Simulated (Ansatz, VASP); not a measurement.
# One calculation of Rh, two programs

```
CELL_PARAMETERS angstrom
0.00000 -1.91497 -1.91497
0.00000 1.91497 -1.91497
3.82993 0.00000 0.00000
ATOMIC_POSITIONS crystal
Rh 0.43146 0.56854 0.50000
Rh 0.06854 0.93146 0.00000
```

Change from the starting cell: mode 4 (178.8 1/cm) frozen in, largest displacement +0.263 Å.

Alike in both runs: task single point; functional PBE; k mesh 22 × 22 × 16; occupations gaussian, width 0.15 eV; no spin polarisation.

```csv
,VASP,Ansatz
version,VASP 6.6.1,Ansatz 0.2.0
potentials or method,"VASP PAW PBE potentials, release 64 (Rh_pv), cutoff 520 eV","scalar-relativistic, plane waves, PAW"
valence electrons in the cell,30,34
```

|  | VASP | Ansatz | Ansatz less VASP |
| --- | --- | --- | --- |
| gap on the k mesh at the Fermi level (eV) | none | none | - |
| pressure (GPa) | 18.5 | 18.3 | -0.17 |
| traceless stress, the component that is largest in VASP (GPa) | -19.54 | -19.37 | +0.173 |
| rms of the force components (eV/Å) | 1.927 | 1.909 | -0.0175 |

Atom by atom the forces differ by 0.017 eV/Å (rms over components). A gap of «none» marks a metal or a gap that the smearing closes. VASP's potentials hold 30 valence electrons a cell and Ansatz's 34, so a difference there can come from the potentials and not from the codes.
